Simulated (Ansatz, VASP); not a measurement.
# Nb in VASP and in Ansatz

File INCAR:

```
SYSTEM = Nb
PREC = Accurate
ENCUT = 520
EDIFF = 1E-8
ISMEAR = -1
SIGMA = 0.08
LREAL = .FALSE.
LASPH = .TRUE.
NELM = 80
ALGO = Normal
ISIF = 2
LWAVE = .FALSE.
LCHARG = .FALSE.
GGA = PS
LEFG = .TRUE.
NBANDS = 12
```

The input KPOINTS:

```
regular mesh
0
G
  13 13 13
  0 0 0
```

The input POSCAR:

```
Nb
1.0
    0.0000000000      2.1290070307      2.1290070307
    2.1290070307      0.0000000000      2.1290070307
    2.1290070307      2.1290070307      0.0000000000
Nb
1
Direct
    0.0000000000      0.0000000000      0.0000000000
```

Input for Ansatz:

```yaml
crystal:
  lattice:
    - [0.0, 2.1290070307, 2.1290070307]
    - [2.1290070307, 0.0, 2.1290070307]
    - [2.1290070307, 2.1290070307, 0.0]
  atoms:
    - { symbol: Nb, position: [0.0, 0.0, 0.0] }
kpoints:
  mp_grid: { grid: [13, 13, 13] }
scf:
  occupations: { method: fermi_dirac, width: 0.08 }
hamiltonian:
  xc: pbesol
  pseudopotentials: { kind: all_electron, datasets: crystal }
output:
  forces: true
  stress: true
  eigenvalues: true
  efg: { contact_densities: true }
```

Change from the starting cell: volume scaled by 1.02, crystal datasets.

Alike in both runs: task electric field gradients; functional PBEsol; k mesh 13 × 13 × 13; occupations fermi-dirac, width 0.08 eV; no spin polarisation.

```csv
,VASP,Ansatz
version,VASP 6.6.1,Ansatz 0.2.0
potentials or method,"VASP PAW PBE potentials, release 64 (Nb_sv), cutoff 520 eV","all-electron PAW with datasets made for the crystal, scalar-relativistic"
```

|  | VASP | Ansatz | Ansatz less VASP |
| --- | --- | --- | --- |
| pressure (GPa) | -9.8 | -9.5 | +0.25 |

VASP's potentials were made for PBE, not for PBEsol. Ansatz ran all-electron here, and VASP with PAW potentials.
